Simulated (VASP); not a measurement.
# S (P6_3/mmc) in VASP: further runs

The runs below take S through single point, with PBE.

Everything below comes from runs of VASP 6.6.1. Logs are shortened: lines on timing, memory, paths and dates and some standing lists are left out, and cuts for length are marked.

**1. The cell of the first run**

It takes space group P6_3/mmc (No. 194, hexagonal). Conventional cell: a = 3.275 Å, b = 3.275 Å, c = 9.768 Å, α = 90.00°, β = 90.00°, γ = 120.00°. Within 2.2 Å of S (site symmetry 3m) lie 1 S at 1.68 Å.

This isn't the form of S at room conditions, which is orthorhombic, of S8 rings.

**2. Single point, PBE (O replaced by S, lengths x 1.355, strained)**

Contents of INCAR:

```
SYSTEM = S
PREC = Accurate
ENCUT = 520
EDIFF = 1E-6
ISMEAR = 0
SIGMA = 0.1
LREAL = .FALSE.
LASPH = .TRUE.
NELM = 100
ALGO = Normal
ISIF = 2
LWAVE = .FALSE.
LCHARG = .TRUE.
GGA = PE
LELF = .TRUE.
LVHAR = .TRUE.
NBANDS = 20
```

Contents of KPOINTS:

```
Automatic mesh
0
G
  6 6 2
  0 0 0
```

Contents of POSCAR:

```
S
1.0
    3.2751619344      0.0000000000      0.0000000000
   -1.6375809672      2.8363734367      0.0000000000
    0.0000000000      0.0000000000      9.7675251245
S
4
Direct
    0.3333333300      0.6666666700      0.3357883994
    0.6666666700      0.3333333300      0.6642116006
    0.6666666700      0.3333333300      0.8357883994
    0.3333333300      0.6666666700      0.1642116006
```

Potentials or basis: VASP PAW PBE potentials, release 64 (S).

Command:

```console
> cat potpaw_PBE.64/S/POTCAR > POTCAR
> mpirun -np 1 vasp_std > vasp.out
```

OUTCAR:

```text
SYSTEM = S
   PREC = Accurate
   ENCUT = 520
   EDIFF = 1E-6
   ISMEAR = 0
   LREAL = .FALSE.
   LASPH = .TRUE.
   NELM = 100
   ISIF = 2
   GGA = PE

 ion  position               nearest neighbor table
   1  0.333  0.667  0.336-   4 1.68
   2  0.667  0.333  0.664-   3 1.68
   3  0.667  0.333  0.836-   2 1.68
   4  0.333  0.667  0.164-   1 1.68

  LATTYP: Found a hexagonal cell.
 ALAT       =     3.2751619344
 C/A-ratio  =     2.9823029579

  Lattice vectors:

 A1 = (   3.2751619344,   0.0000000000,   0.0000000000)
 A2 = (  -1.6375809672,   2.8363734367,   0.0000000000)
 A3 = (   0.0000000000,   0.0000000000,   9.7675251245)

Analysis of symmetry for initial positions (statically):
=====================================================================
 Subroutine PRICEL returns:
 Original cell was already a primitive cell.

 Routine SETGRP: Setting up the symmetry group for a
 hexagonal supercell.

 Subroutine GETGRP returns: Found 24 space group operations
 (whereof 12 operations were pure point group operations)
 out of a pool of 24 trial point group operations.

The static configuration has the point symmetry D_3d.
 The point group associated with its full space group is D_6h.

Analysis of symmetry for dynamics (positions and initial velocities):
=====================================================================
 Subroutine PRICEL returns:
 Original cell was already a primitive cell.

 Routine SETGRP: Setting up the symmetry group for a
 hexagonal supercell.

 Subroutine GETGRP returns: Found 24 space group operations
 (whereof 12 operations were pure point group operations)
 out of a pool of 24 trial point group operations.

The dynamic configuration has the point symmetry D_3d.
 The point group associated with its full space group is D_6h.

 Subroutine INISYM returns: Found 24 space group operations
 (whereof 12 operations are pure point group operations),
 and found     1 'primitive' translations

----------------------------------------------------------------------------------------

                                     Primitive cell

  volume of cell :      90.7362

  direct lattice vectors                    reciprocal lattice vectors
     3.275161934  0.000000000  0.000000000     0.305328414  0.176281442  0.000000000
    -1.637580967  2.836373437  0.000000000     0.000000000  0.352562884  0.000000000
     0.000000000  0.000000000  9.767525125     0.000000000  0.000000000  0.102380080

  length of vectors
     3.275161934  3.275161934  9.767525125     0.352562884  0.352562884  0.102380080

  position of ions in fractional coordinates (direct lattice)
     0.333333330  0.666666670  0.335788399
     0.666666670  0.333333330  0.664211601
     0.666666670  0.333333330  0.835788399
     0.333333330  0.666666670  0.164211601

  ion indices of the primitive-cell ions
   primitive index   ion index
                 1           1
                 2           2
                 3           3
                 4           4

----------------------------------------------------------------------------------------

 KPOINTS: Automatic mesh

Automatic generation of k-mesh.
 Grid dimensions read from file:
 generate k-points for:    6    6    2

 Generating k-lattice:

  Cartesian coordinates                     Fractional coordinates (reciprocal lattice)
     0.050888069  0.029380240  0.000000000     0.166666667 -0.000000000  0.000000000
     0.000000000  0.058760481  0.000000000     0.000000000  0.166666667  0.000000000
     0.000000000  0.000000000  0.051190040     0.000000000  0.000000000  0.500000000

  Length of vectors
     0.058760481  0.058760481  0.051190040

  Shift w.r.t. Gamma in fractional coordinates (k-lattice)
     0.000000000  0.000000000  0.000000000

 Subroutine IBZKPT returns following result:
 ===========================================

 Found     14 irreducible k-points:

 Following reciprocal coordinates:
            Coordinates               Weight
  0.000000  0.000000  0.000000      1.000000
  0.166667  0.000000  0.000000      6.000000
  0.333333  0.000000  0.000000      6.000000
  0.500000  0.000000  0.000000      3.000000
  0.166667  0.166667  0.000000      6.000000
  0.333333  0.166667  0.000000     12.000000
  0.333333  0.333333  0.000000      2.000000
  0.000000  0.000000  0.500000      1.000000
  0.166667  0.000000  0.500000      6.000000
  0.333333  0.000000  0.500000      6.000000
  0.500000  0.000000  0.500000      3.000000
  0.166667  0.166667  0.500000      6.000000
  0.333333  0.166667  0.500000     12.000000
  0.333333  0.333333  0.500000      2.000000
   k-points           NKPTS =     14   k-points in BZ     NKDIM =     14   number of bands    NBANDS=     20
   number of dos      NEDOS =    301   number of ions     NIONS =      4
   total plane-waves  NPLWV =  46080
   dimension x,y,z NGX =    24 NGY =   24 NGZ =   80
   dimension x,y,z NGXF=    48 NGYF=   48 NGZF=  160
   ions per type =               4
   NGX,Y,Z   is equivalent  to a cutoff of  12.18, 12.18, 13.62 a.u.
   NGXF,Y,Z  is equivalent  to a cutoff of  24.36, 24.36, 27.23 a.u.
 SYSTEM =  S
   PREC   = accura    normal or accurate (medium, high low for compatibility)
   ISTART =      0    job   : 0-new  1-cont  2-samecut
   ICHARG =      2    charge: 1-file 2-atom 10-const
   ISPIN  =      1    spin polarized calculation?
   LNONCOLLINEAR =      F non collinear calculations
   LSORBIT =      F    spin-orbit coupling
   LASPH  =      T    aspherical Exc in radial PAW
   ENCUT  =  520.0 eV  38.22 Ry    6.18 a.u.   6.09  6.09 18.16*2*pi/ulx,y,z
   NELM   =    100;   NELMIN=  2; NELMDL= -5     # of ELM steps
   EDIFF  = 0.1E-05   stopping-criterion for ELM
   LREAL  =      F    real-space projection
[... 7 lines left out ...]
   TEBEG  =    0.0;   TEEND  =   0.0 temperature during run
   PSTRESS=    0.0 pullay stress
   NELECT =      24.0000    total number of electrons
   NUPDOWN=      -1.0000    fix difference up-down
   EMIN   =  10.00;   EMAX   =-10.00  energy-range for DOS
   EFERMI =   0.00;   METHOD = LEGACY
   ISMEAR =     0;   SIGMA  =   0.10  broadening in eV -4-tet -1-fermi 0-gaus
   EFERMI_NEDOS =   21; number of points for ismear=-14 and -15
   IALGO  =     38    algorithm
   IMIX   =      4    mixing-type and parameters
     AMIX     =   0.40;   BMIX     =  1.00
     AMIX_MAG =   1.60;   BMIX_MAG =  1.00
  volume/ion in A,a.u.               =      22.68       153.08
  Fermi-wavevector in a.u.,A,eV,Ry     =   1.050876  1.985869 15.025476  1.104341
  Thomas-Fermi vector in A             =   2.185897
   LORBIT       =      0    0 simple, 1 ext, 2 COOP (PROOUT), +10 PAW based schemes
   GGA     = PE    functional components
   LHFCALC =     F    Hartree Fock is set to
   AEXX    =    0.0000 exact exchange contribution
   IVDW    =     0    specifies the selected vdW correction
   LEPSILON=     F    determine dielectric tensor
   LRPA    =     F    only Hartree local field effects (RPA)
 non-spin polarized calculation
 Gauss-broadening in eV      SIGMA  =   0.10
  energy-cutoff  :      520.00
  volume of cell :       90.74
 maximum number of plane-waves:      2472
   NGX = 13   NGY = 13   NGZ = 37

 number of electron      23.9999996 magnetization

 Free energy of the ion-electron system (eV)
  ---------------------------------------------------
  ext. energy  EPLUGINS =         0.00000000
  ---------------------------------------------------
  free energy    TOTEN  =       -13.66322814 eV

  energy without entropy =      -13.64566228  energy(sigma->0) =      -13.65444521

 E-fermi :   4.2145     XC(G=0):  -8.9356

 val. band max:        4.0339359012   @ k =   0.3333   0.1667   0.0000
 cond. band min:       4.2444669922   @ k =   0.3333   0.1667   0.5000
 fundamental gap:      0.2105310910
 Fermi energy:         4.2145138431

 k-point     1 :       0.0000    0.0000    0.0000
  band No.  band energies     occupation
      1     -14.5689      2.00000
      2     -14.5056      2.00000
      3      -7.4707      2.00000
      4      -6.7267      2.00000
      5      -2.8897      2.00000
      6      -1.3078      2.00000
[... 12 lines left out ...]
     19      12.3768      0.00000
     20      12.5878      0.00000

 k-point     2 :       0.1667    0.0000    0.0000
  band No.  band energies     occupation
      1     -14.3862      2.00000
      2     -14.3295      2.00000
      3      -7.1809      2.00000
      4      -6.4879      2.00000
      5      -2.7432      2.00000
      6      -1.3996      2.00000
[... 12 lines left out ...]
     19      11.5042      0.00000
     20      11.6941      0.00000

 k-point     3 :       0.3333    0.0000    0.0000
  band No.  band energies     occupation
      1     -13.9803      2.00000
      2     -13.9428      2.00000
      3      -6.4633      2.00000
      4      -5.9577      2.00000
      5      -2.8532      2.00000
      6      -2.5208      2.00000
[... 12 lines left out ...]
     19      10.9990      0.00000
     20      11.4253      0.00000

 k-point     4 :       0.5000    0.0000    0.0000
  band No.  band energies     occupation
      1     -13.7489      2.00000
      2     -13.7309      2.00000
      3      -5.9513      2.00000
      4      -5.7031      2.00000
      5      -3.3274      2.00000
      6      -3.2432      2.00000
[... 12 lines left out ...]
     19      10.4848      0.00000
     20      10.8854      0.00000

 k-point     5 :       0.1667    0.1667    0.0000
  band No.  band energies     occupation
      1     -14.0888      2.00000
      2     -14.0449      2.00000
      3      -6.6707      2.00000
      4      -6.0963      2.00000
      5      -2.6657      2.00000
      6      -2.0147      2.00000
[... 12 lines left out ...]
     19      11.1794      0.00000
     20      11.3677      0.00000
[... 123 lines left out ...]
      6      -3.2605      2.00000
[... 12 lines left out ...]
     19      11.5993      0.00000
     20      11.5993      0.00000

 k-point    12 :       0.1667    0.1667    0.5000
  band No.  band energies     occupation
      1     -14.0670      2.00000
      2     -14.0670      2.00000
      3      -6.4103      2.00000
      4      -6.4103      2.00000
      5      -2.2592      2.00000
      6      -2.2592      2.00000
[... 12 lines left out ...]
     19      11.2555      0.00000
     20      11.2555      0.00000

 k-point    13 :       0.3333    0.1667    0.5000
  band No.  band energies     occupation
      1     -13.7440      2.00000
      2     -13.7440      2.00000
      3      -5.8486      2.00000
      4      -5.8486      2.00000
      5      -2.8908      2.00000
      6      -2.8908      2.00000
[... 12 lines left out ...]
     19      11.7539      0.00000
     20      11.7539      0.00000

 k-point    14 :       0.3333    0.3333    0.5000
  band No.  band energies     occupation
      1     -13.6316      2.00000
      2     -13.6316      2.00000
      3      -5.6412      2.00000
      4      -5.6412      2.00000
      5      -2.2956      2.00000
      6      -2.2956      2.00000
[... 12 lines left out ...]
     19      12.8705      0.00000
     20      12.8705      0.00000

------------------------ aborting loop because EDIFF is reached ----------------------------------------

  FORCE on cell =-STRESS in cart. coord.  units (eV):
  Direction    XX          YY          ZZ          XY          YZ          ZX
  --------------------------------------------------------------------------------------
  -------------------------------------------------------------------------------------
  Total       -1.4981974     -1.4981974     37.7540229      0.0000000      0.0000000      0.0000000
  in kB      -26.4544605    -26.4544605    666.6426462      0.0000000      0.0000000      0.0000000
  external PRESSURE =     204.5779084 kB  Pullay stress =       0.0000000 kB

 VOLUME and BASIS-vectors are now :
 -----------------------------------------------------------------------------
  energy-cutoff  :      520.00
  volume of cell :       90.74
      direct lattice vectors                 reciprocal lattice vectors
     3.275161934  0.000000000  0.000000000     0.305328414  0.176281442  0.000000000
    -1.637580967  2.836373437  0.000000000     0.000000000  0.352562884  0.000000000
     0.000000000  0.000000000  9.767525125     0.000000000  0.000000000  0.102380080

 POSITION                                       TOTAL-FORCE (eV/Angst)
 -----------------------------------------------------------------------------------
     -0.00000      1.89092      3.27982        -0.000000      0.000000     11.174229
      1.63758      0.94546      6.48770         0.000000     -0.000000    -11.174229
      1.63758      0.94546      8.16358         0.000000     -0.000000     11.174229
     -0.00000      1.89092      1.60394        -0.000000      0.000000    -11.174229
 -----------------------------------------------------------------------------------
    total drift:                               -0.000018      0.000010     -0.000003

  FREE ENERGIE OF THE ION-ELECTRON SYSTEM (eV)
  ---------------------------------------------------
  free  energy   TOTEN  =       -13.6632281383 eV

  energy  without entropy=      -13.6456622798  energy(sigma->0) =      -13.65444521
```

Run time: 14 s. Hardware: 1 thread of Intel Xeon Platinum 8488C (Sapphire Rapids), shared host; peak memory 0.19 GiB.

What came out:

```
Free energy            : -13.6632 eV
Pressure               : 20.5 GPa
Largest force          : 11.174 eV/Å
Band gap on the k mesh : zero (bands 12 and 13 overlap by 3.25 eV)
```

Forces on the atoms (eV/Å):
```
S     0.000   0.000  11.174
S     0.000   0.000 -11.174
S     0.000   0.000  11.174
S     0.000   0.000 -11.174
```

Levels at points of the mesh, in eV from the Fermi level:
```csv
k point,band 8,band 9,band 10,band 11,band 12,band 13,band 14,band 15,band 16,band 17
"(0.00, 0.00, 0.00)",-3.51,-3.48,-3.48,1.72,1.72,1.90,1.90,2.85,4.17,4.29
"(0.50, 0.00, 0.00)",-5.02,-4.45,-4.36,-2.66,-2.22,0.64,1.07,4.29,4.70,5.01
"(0.00, 0.00, 0.50)",-3.49,-3.49,-3.49,1.81,1.81,1.81,1.81,3.85,3.85,4.72
"(0.50, 0.00, 0.50)",-5.34,-4.41,-4.41,-2.35,-2.35,0.85,0.85,4.42,4.42,4.71
```

Caveat: the k points lie up to 0.37 Å⁻¹ apart, too coarse for converged energies and pressures of a metal; the cell differs from its parent crystal (O replaced by S, lengths x 1.355, strained); this functional lacks dispersion, which holds the molecules together, so the pressure and a relaxed volume are unreliable; this functional lacks dispersion, which binds layers or chains, so the pressure and a relaxed spacing across them are unreliable; forces of over 1 eV/Å act on the atoms, so gaps and moduli don't describe the material at rest.

**3. Single point, PBE (O replaced by S, lengths x 1.355, strained)**

Contents of INCAR:

```
PREC = Accurate
ENCUT = 520
EDIFF = 1E-6
ISMEAR = 0
SIGMA = 0.1
LREAL = False
LASPH = True
NELM = 60
ALGO = Normal
ISIF = 2
LWAVE = False
LCHARG = True
GGA = PE
LELF = True
LVHAR = True
NBANDS = 20
```

Contents of KPOINTS:

```
regular mesh
0
Gamma
  15 15 4
```

Contents of POSCAR:

```
S
1.0
    3.2333404464      0.0000000000      0.0000000000
   -1.6166702232      2.8001549656      0.0000000000
    0.0000000000      0.0000000000     10.2692210696
S
4
Direct
    0.3333333300      0.6666666700      0.3281033100
    0.6666666700      0.3333333300      0.6718966900
    0.6666666700      0.3333333300      0.8281033100
    0.3333333300      0.6666666700      0.1718966900
```

Potentials or basis: VASP PAW PBE potentials, release 64 (S).

Command:

```console
> cat potpaw_PBE.64/S/POTCAR > POTCAR
> mpirun -np 1 vasp_std > vasp.out
```

Run time: 76 s. Hardware: 1 thread of Intel Xeon Platinum 8488C (Sapphire Rapids), shared host; peak memory 0.25 GiB.

The run converged. Its results:

- Free energy: -11.6889 eV
- Pressure: 31.8 GPa
- Largest force: 18.131 eV/Å
- Band gap on the k mesh: zero (bands 12 and 13 overlap by 3.48 eV)

Forces on the atoms (eV/Å):
```
S     0.000   0.000  18.131
S     0.000   0.000 -18.131
S     0.000   0.000  18.131
S     0.000   0.000 -18.131
```

Stress tensor (GPa, compression positive):
```
 -2.55   0.00   0.00
  0.00  -2.55   0.00
  0.00   0.00 100.63
```

Levels at points of the mesh, in eV from the Fermi level:
| k point | band 9 | band 10 | band 11 | band 12 | band 13 | band 14 | band 15 | band 16 |
| --- | --- | --- | --- | --- | --- | --- | --- | --- |
| (0.00, 0.00, 0.00) | -3.96 | -3.96 | 2.04 | 2.04 | 2.13 | 2.13 | 2.86 | 3.72 |
| (0.00, 0.00, 0.50) | -3.97 | -3.97 | 2.08 | 2.08 | 2.08 | 2.08 | 3.49 | 3.49 |

Caveat: the cell differs from its parent crystal (O replaced by S, lengths x 1.355, strained); the stress differs along the axes, from -3 to 101 GPa; this functional lacks dispersion, which holds the molecules together, so the pressure and a relaxed volume are unreliable; this functional lacks dispersion, which binds layers or chains, so the pressure and a relaxed spacing across them are unreliable; forces of over 1 eV/Å act on the atoms, so gaps and moduli don't describe the material at rest.

The gap in the log of VASP goes by the Fermi energy; the results here count the filled bands.